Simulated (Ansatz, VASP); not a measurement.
I: VASP beside Ansatz

The input INCAR:

```
SYSTEM = I
PREC = Accurate
ENCUT = 520
EDIFF = 1E-8
ISMEAR = -1
SIGMA = 0.08
LREAL = .FALSE.
LASPH = .TRUE.
NELM = 80
ALGO = Normal
ISIF = 2
LWAVE = .FALSE.
LCHARG = .FALSE.
GGA = PE
LEFG = .TRUE.
NBANDS = 10
```

The input KPOINTS:

```
regular mesh
0
G
  14 14 14
  0 0 0
```

Contents of POSCAR:

```
I
1.0
    0.0000000000      2.5479550714      2.5479550714
    2.5479550714      0.0000000000      2.5479550714
    2.5479550714      2.5479550714      0.0000000000
I
1
Direct
    0.0000000000      0.0000000000      0.0000000000
```

Input for Ansatz:

```yaml
crystal:
  lattice:
    - [0.0, 2.5479550714, 2.5479550714]
    - [2.5479550714, 0.0, 2.5479550714]
    - [2.5479550714, 2.5479550714, 0.0]
  atoms:
    - { symbol: I, position: [0.0, 0.0, 0.0] }
kpoints:
  mp_grid: { grid: [14, 14, 14] }
scf:
  occupations: { method: fermi_dirac, width: 0.08 }
hamiltonian:
  xc: pbe
  pseudopotentials: { kind: paw }
output:
  forces: true
  stress: true
  eigenvalues: true
  efg: { contact_densities: true }
```

Change from the starting cell: volume scaled by 0.9405, PAW files.

Alike in both runs: task electric field gradients; functional PBE; k mesh 14 × 14 × 14; occupations fermi-dirac, width 0.08 eV; no spin polarisation.

```csv
,VASP,Ansatz
version,VASP 6.6.1,Ansatz 0.2.0
potentials or method,"VASP PAW PBE potentials, release 64 (I)","PAW with Ansatz's default frozen-core files, scalar-relativistic"
plane-wave cutoff (eV),520,420
valence electrons in the cell,7,17
```

```csv
,VASP,Ansatz,Ansatz less VASP
pressure (GPa),1.7,1.7,+0.03
```

VASP's potentials hold 7 valence electrons a cell and Ansatz's 17, so a difference there can come from the potentials and not from the codes.

Neither program's run includes spin-orbit coupling.
